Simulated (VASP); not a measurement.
# MnHg (P4/mmm) in VASP: relaxation of cell and atoms with PBE

Aim: the relaxation of cell and atoms of MnHg with PBE.

Program: VASP 6.6.1. These are calculated values, not measurements. Logs are shortened: lines on timing, memory, paths and dates and some standing lists are left out, and cuts for length are marked.

### Step 1. The cell of the first run

Symmetry: P4/mmm, No. 123, tetragonal system. The conventional cell has a = 3.288 Å, b = 3.288 Å, c = 3.313 Å, α = 90.00°, β = 90.00°, γ = 90.00°. Within 3.8 Å of Mn (site symmetry 4/mmm) lie 8 Hg at 2.85 Å and 6 Mn at 3.29 to 3.31 Å. Within 3.8 Å of Hg (site symmetry 4/mmm) lie 8 Mn at 2.85 Å and 6 Hg at 3.29 to 3.31 Å.

### Step 2. Relaxation of cell and atoms, PBE

File INCAR:

```
SYSTEM = MnHg
PREC = Accurate
ENCUT = 680
EDIFF = 1E-7
ISMEAR = 0
SIGMA = 0.1
LREAL = .False.
LASPH = .True.
NELM = 120
ALGO = Normal
ISIF = 3
LWAVE = .False.
LCHARG = .False.
GGA = PE
IBRION = 2
NSW = 80
EDIFFG = -0.01
GGA_COMPAT = .False.
NELMIN = 4
```

File KPOINTS:

```
Automatic mesh
0
Gamma
  12 12 12
  0 0 0
```

File POSCAR:

```
MnHg
1.0
    3.2880000000      0.0000000000      0.0000000000
    0.0000000000      3.2880000000      0.0000000000
    0.0000000000      0.0000000000      3.3130000000
Mn Hg
1 1
Direct
    0.5000000000      0.5000000000      0.5000000000
    0.0000000000      0.0000000000      0.0000000000
```

Potentials or basis: VASP PAW PBE potentials, release 64 (Mn_sv, Hg_sv_GW).

Started as:

```console
$ cat potpaw_PBE.64/Mn_sv/POTCAR potpaw_PBE.64/Hg_sv_GW/POTCAR > POTCAR
$ mpirun -np 1 vasp_std > vasp.out
```

OUTCAR:

```text
SYSTEM = MnHg
   PREC = Accurate
   ENCUT = 680
   EDIFF = 1E-7
   ISMEAR = 0
   LREAL = .False.
   LASPH = .True.
   NELM = 120
   ISIF = 3
   GGA = PE
   IBRION = 2
   NSW = 80
   EDIFFG = -0.01
   NELMIN = 4

 ion  position               nearest neighbor table
   1  0.500  0.500  0.500-   2 2.85   2 2.85   2 2.85   2 2.85   2 2.85   2 2.85   2 2.85   2 2.85

   2  0.000  0.000  0.000-   1 2.85   1 2.85   1 2.85   1 2.85   1 2.85   1 2.85   1 2.85   1 2.85

  LATTYP: Found a simple tetragonal cell.
 ALAT       =     3.2880000000
 C/A-ratio  =     1.0076034063

  Lattice vectors:

 A1 = (   3.2880000000,   0.0000000000,   0.0000000000)
 A2 = (   0.0000000000,   3.2880000000,   0.0000000000)
 A3 = (   0.0000000000,   0.0000000000,   3.3130000000)

Analysis of symmetry for initial positions (statically):
=====================================================================
 Subroutine PRICEL returns:
 Original cell was already a primitive cell.

 Routine SETGRP: Setting up the symmetry group for a
 simple tetragonal supercell.

 Subroutine GETGRP returns: Found 16 space group operations
 (whereof 16 operations were pure point group operations)
 out of a pool of 16 trial point group operations.

The static configuration has the point symmetry D_4h.

Analysis of symmetry for dynamics (positions and initial velocities):
=====================================================================
 Subroutine PRICEL returns:
 Original cell was already a primitive cell.

 Routine SETGRP: Setting up the symmetry group for a
 simple tetragonal supercell.

 Subroutine GETGRP returns: Found 16 space group operations
 (whereof 16 operations were pure point group operations)
 out of a pool of 16 trial point group operations.

The dynamic configuration has the point symmetry D_4h.

 Subroutine INISYM returns: Found 16 space group operations
 (whereof 16 operations are pure point group operations),
 and found     1 'primitive' translations

----------------------------------------------------------------------------------------

                                     Primitive cell

  volume of cell :      35.8167

  direct lattice vectors                    reciprocal lattice vectors
     3.288000000  0.000000000  0.000000000     0.304136253  0.000000000  0.000000000
     0.000000000  3.288000000  0.000000000     0.000000000  0.304136253  0.000000000
     0.000000000  0.000000000  3.313000000     0.000000000  0.000000000  0.301841232

  length of vectors
     3.288000000  3.288000000  3.313000000     0.304136253  0.304136253  0.301841232

  position of ions in fractional coordinates (direct lattice)
     0.500000000  0.500000000  0.500000000
     0.000000000  0.000000000  0.000000000

  ion indices of the primitive-cell ions
   primitive index   ion index
                 1           1
                 2           2

----------------------------------------------------------------------------------------

 KPOINTS: Automatic mesh

Automatic generation of k-mesh.
 Grid dimensions read from file:
 generate k-points for:   12   12   12

 Generating k-lattice:

  Cartesian coordinates                     Fractional coordinates (reciprocal lattice)
     0.025344688  0.000000000  0.000000000     0.083333333  0.000000000  0.000000000
     0.000000000  0.025344688  0.000000000     0.000000000  0.083333333  0.000000000
     0.000000000  0.000000000  0.025153436     0.000000000  0.000000000  0.083333333

  Length of vectors
     0.025344688  0.025344688  0.025153436

  Shift w.r.t. Gamma in fractional coordinates (k-lattice)
     0.000000000  0.000000000  0.000000000

 Subroutine IBZKPT returns following result:
 ===========================================

 Found    196 irreducible k-points:

 Following reciprocal coordinates:
            Coordinates               Weight
  0.000000  0.000000  0.000000      1.000000
  0.083333  0.000000  0.000000      4.000000
  0.166667  0.000000  0.000000      4.000000
  0.250000  0.000000  0.000000      4.000000
  0.333333  0.000000  0.000000      4.000000
  0.416667  0.000000  0.000000      4.000000
[... 16 lines left out ...]
  0.333333  0.333333  0.000000      4.000000
  0.416667  0.333333  0.000000      8.000000
 [... further k-points ...]
   k-points           NKPTS =    196   k-points in BZ     NKDIM =    196   number of bands    NBANDS=     21
   number of dos      NEDOS =    301   number of ions     NIONS =      2
   total plane-waves  NPLWV =  21952
   dimension x,y,z NGX =    28 NGY =   28 NGZ =   28
   dimension x,y,z NGXF=    56 NGYF=   56 NGZF=   56
   ions per type =               1   1
   NGX,Y,Z   is equivalent  to a cutoff of  14.16, 14.16, 14.05 a.u.
   NGXF,Y,Z  is equivalent  to a cutoff of  28.31, 28.31, 28.10 a.u.
 SYSTEM =  MnHg
   PREC   = accura    normal or accurate (medium, high low for compatibility)
   ISTART =      0    job   : 0-new  1-cont  2-samecut
   ICHARG =      2    charge: 1-file 2-atom 10-const
   ISPIN  =      1    spin polarized calculation?
   LNONCOLLINEAR =      F non collinear calculations
   LSORBIT =      F    spin-orbit coupling
   LASPH  =      T    aspherical Exc in radial PAW
   ENCUT  =  680.0 eV  49.98 Ry    7.07 a.u.   6.99  6.99  7.04*2*pi/ulx,y,z
   NELM   =    120;   NELMIN=  4; NELMDL= -5     # of ELM steps
   EDIFF  = 0.1E-06   stopping-criterion for ELM
   LREAL  =      F    real-space projection
   EDIFFG = -.1E-01   stopping-criterion for IOM
   NSW    =     80    number of steps for IOM
   IBRION =      2    ionic relax: 0-MD 1-quasi-New 2-CG
   NFREE  =      1    steps in history (QN), initial steepest desc. (CG)
   ISIF   =      3    stress and relaxation
   ISYM   =      2    0-nonsym 1-usesym 2-fastsym
   POTIM  = 0.5000    time-step for ionic-motion
   TEBEG  =    0.0;   TEEND  =   0.0 temperature during run
   PSTRESS=    0.0 pullay stress
   NELECT =      35.0000    total number of electrons
   NUPDOWN=      -1.0000    fix difference up-down
   EMIN   =  10.00;   EMAX   =-10.00  energy-range for DOS
   EFERMI =   0.00;   METHOD = LEGACY
   ISMEAR =     0;   SIGMA  =   0.10  broadening in eV -4-tet -1-fermi 0-gaus
   EFERMI_NEDOS =   21; number of points for ismear=-14 and -15
   IALGO  =     38    algorithm
   IMIX   =      4    mixing-type and parameters
     AMIX     =   0.40;   BMIX     =  1.00
     AMIX_MAG =   1.60;   BMIX_MAG =  1.00
  volume/ion in A,a.u.               =      17.91       120.85
  Fermi-wavevector in a.u.,A,eV,Ry     =   1.624560  3.069974 35.908442  2.639196
  Thomas-Fermi vector in A             =   2.717827
   LORBIT       =      0    0 simple, 1 ext, 2 COOP (PROOUT), +10 PAW based schemes
   GGA     = PE    functional components
   LHFCALC =     F    Hartree Fock is set to
   AEXX    =    0.0000 exact exchange contribution
   IVDW    =     0    specifies the selected vdW correction
   LEPSILON=     F    determine dielectric tensor
   LRPA    =     F    only Hartree local field effects (RPA)
 conjugate gradient relaxation of ions
 non-spin polarized calculation
 Gauss-broadening in eV      SIGMA  =   0.10
  energy-cutoff  :      680.00
  volume of cell :       35.82
 maximum number of plane-waves:      1472
 NGX is ok and might be reduce to    28
   NGX = 13   NGY = 13   NGZ = 15

--------------------------------------- Ionic step        1  -------------------------------------------

 number of electron      35.0000034 magnetization

 Free energy of the ion-electron system (eV)
  ---------------------------------------------------
  ext. energy  EPLUGINS =         0.00000000
  ---------------------------------------------------
  free energy    TOTEN  =        -7.19328062 eV

  energy without entropy =       -7.16910412  energy(sigma->0) =       -7.18119237

 E-fermi :   8.1208     XC(G=0): -12.1619

 val. band max:        8.1199140350   @ k =   0.1667   0.0000   0.0000
 cond. band min:       8.1276898021   @ k =   0.1667   0.1667   0.2500
 fundamental gap:      0.0077757670
 Fermi energy:         8.1207580462

 k-point     1 :       0.0000    0.0000    0.0000
  band No.  band energies     occupation
      1    -107.0735      2.00000
      2     -70.7544      2.00000
      3     -55.3784      2.00000
      4     -55.3780      2.00000
      5     -55.3780      2.00000
      6     -39.5136      2.00000
[... 550 lines left out ...]
      5     -55.3767      2.00000
      6     -39.5294      2.00000
[... 13 lines left out ...]
     20       9.1003      0.00000
     21      11.6775      0.00000

 [... further k-points ...]
[... 5 lines left out ...]
  --------------------------------------------------------------------------------------
  -------------------------------------------------------------------------------------
  Total       -3.2198232     -3.2198232     -3.2391990      0.0000000      0.0000000     -0.0000000
  in kB     -144.0315234   -144.0315234   -144.8982539      0.0000000      0.0000000     -0.0000000
  external PRESSURE =    -144.3204335 kB  Pullay stress =       0.0000000 kB
[... 237 lines left out ...]
  energy  without entropy=       -7.4213582219  energy(sigma->0) =       -7.43024401

--------------------------------------- Ionic step        8  -------------------------------------------

 number of electron      35.0000003 magnetization

 Free energy of the ion-electron system (eV)
  ---------------------------------------------------
  ext. energy  EPLUGINS =         0.00000000
  ---------------------------------------------------
  free energy    TOTEN  =        -7.43917035 eV

  energy without entropy =       -7.42140979  energy(sigma->0) =       -7.43029007

 E-fermi :  10.0419     XC(G=0): -13.0028

 val. band max:       10.0330510855   @ k =   0.1667   0.0000   0.0000
 cond. band min:      10.0475226494   @ k =   0.1667   0.1667   0.2500
 fundamental gap:      0.0144715639
 Fermi energy:        10.0419181974

 k-point     1 :       0.0000    0.0000    0.0000
  band No.  band energies     occupation
      1    -105.5181      2.00000
      2     -68.8721      2.00000
      3     -53.8236      2.00000
      4     -53.8232      2.00000
      5     -53.8232      2.00000
      6     -37.6322      2.00000
[... 550 lines left out ...]
      5     -53.8202      2.00000
      6     -37.6618      2.00000
[... 13 lines left out ...]
     20      11.1541      0.00000
     21      14.3626      0.00000

 [... further k-points ...]
[... 5 lines left out ...]
  --------------------------------------------------------------------------------------
  -------------------------------------------------------------------------------------
  Total        0.0001651      0.0001651     -0.0100768      0.0000000      0.0000000      0.0000000
  in kB        0.0085050      0.0085050     -0.5190001      0.0000000      0.0000000      0.0000000
  external PRESSURE =      -0.1673300 kB  Pullay stress =       0.0000000 kB
[... 17 lines left out ...]
  FREE ENERGIE OF THE ION-ELECTRON SYSTEM (eV)
  ---------------------------------------------------
  free  energy   TOTEN  =        -7.4391703539 eV

  energy  without entropy=       -7.4214097854  energy(sigma->0) =       -7.43029007

 reached required accuracy - stopping structural energy minimisation
```

Wall time 8.9 min (1 thread of Intel Xeon 6975P-C (Granite Rapids), shared host); peak memory 0.4 GiB.

Results:

```
Free energy                           : -7.4392 eV
Relaxed volume                        : 15.55 Å³/atom
Relaxed cell                          : a = 3.142 Å, b = 3.142 Å, c = 3.150 Å, α = 90.00°, β = 90.00°, γ = 90.00°
Space group after relaxing (to 0.1 Å) : Pm-3m (No. 221)
Energy gained by relaxing             : 122.9 meV/atom
Ionic steps                           : 8
Pressure after relaxing               : 0.0 GPa
Band gap on the k mesh                : zero (an odd number of electrons rules out a gap without spin polarisation)
```

Step by step:
| step | energy change (eV) | largest force (eV/Å) | pressure (GPa) | volume (Å³) |
| --- | --- | --- | --- | --- |
| 1 | 0.0000 | 0.0000 | -14.43 | 35.82 |
| 2 | -0.0799 | 0.0000 | 19.53 | 28.09 |
| 3 | -0.2458 | 0.0000 | -0.29 | 31.17 |
| 4 | -0.2458 | 0.0000 | 0.11 | 31.08 |
| 5 | -0.2458 | 0.0000 | -0.10 | 31.12 |
| 6 | -0.2458 | 0.0000 | -0.06 | 31.11 |
| 7 | -0.2458 | 0.0000 | -0.06 | 31.11 |
| 8 | -0.2459 | 0.0000 | -0.02 | 31.11 |

Final structure:
```cif
data_structure
_symmetry_space_group_name_H-M 'P 1'
_symmetry_Int_Tables_number 1
_cell_length_a 3.1424
_cell_length_b 3.1424
_cell_length_c 3.1502
_cell_angle_alpha 90.000
_cell_angle_beta 90.000
_cell_angle_gamma 90.000
_cell_volume 31.11
loop_
_atom_site_label
_atom_site_type_symbol
_atom_site_fract_x
_atom_site_fract_y
_atom_site_fract_z
_atom_site_occupancy
Mn1 Mn 0.50000 0.50000 0.50000 1
Hg1 Hg 0.00000 0.00000 0.00000 1
```

Levels at points of the mesh, in eV from the Fermi level:
```csv
k point,band 16,band 17,band 18,band 19,band 20,band 21
"(0.00, 0.00, 0.00)",-0.86,0.34,0.34,0.34,6.19,6.26
"(0.50, 0.00, 0.00)",-1.45,-0.77,-0.76,0.03,0.92,12.23
"(0.50, 0.50, 0.00)",-1.19,-0.54,0.28,0.28,0.56,3.14
"(0.00, 0.00, 0.50)",-1.45,-0.76,-0.76,0.03,0.90,12.27
"(0.50, 0.00, 0.50)",-1.21,-0.55,0.28,0.29,0.55,3.12
"(0.50, 0.50, 0.50)",-2.44,0.59,0.60,1.84,6.00,6.00
```

Caveat: spin-orbit coupling is left out, which moves the levels of the heavy elements; the run has no spin polarisation, though such a crystal can be magnetic. Spin polarisation is off, so any magnetic state and its effect on volume and gap are missing.
